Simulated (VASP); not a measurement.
GaSb:

```
Ga Sb
1.0
     0.00000    3.05900    3.05900
     3.05900    0.00000    3.05900
     3.05900    3.05900    0.00000
Ga Sb
1 1
Direct
  0.00000 0.00000 0.00000
  0.25000 0.25000 0.25000
```

```yaml
Program: VASP 6.6.1
Task: relaxation of cell and atoms
Functional: PBE
Potentials_or_basis: VASP PAW PBE potentials, release 64 (Ga_d, Sb)
Cutoff: 600 eV
k_mesh: 16 × 16 × 16
Occupations: gaussian, width 0.1 eV
Spin: no spin polarisation
```

At the start: pressure 2.4 GPa; volume 28.62 Å³/atom.

Question: Where does the relaxation end?

Answer: Over 3 steps the energy falls by 10.0 meV/atom and the volume is 30.03 Å³/atom (+4.9 %); space group F-43m (No. 216, to 0.1 Å) before and after.

Step by step:
```
step  energy change (eV)  largest force (eV/Å)  pressure (GPa)  volume (Å³)
   1              0.0000                0.0000            2.39        57.25
   2             -0.0185                0.0000           -0.54        60.86
   3             -0.0200                0.0000           -0.02        60.06
```

Final structure:
```yaml
crystal:
  lattice:
    - [0.00000, 3.10826, 3.10826]
    - [3.10826, 0.00000, 3.10826]
    - [3.10826, 3.10826, 0.00000]
  atoms:
    - { symbol: Ga, position: [0.00000, 0.00000, 0.00000] }
    - { symbol: Sb, position: [0.25000, 0.25000, 0.25000] }
```
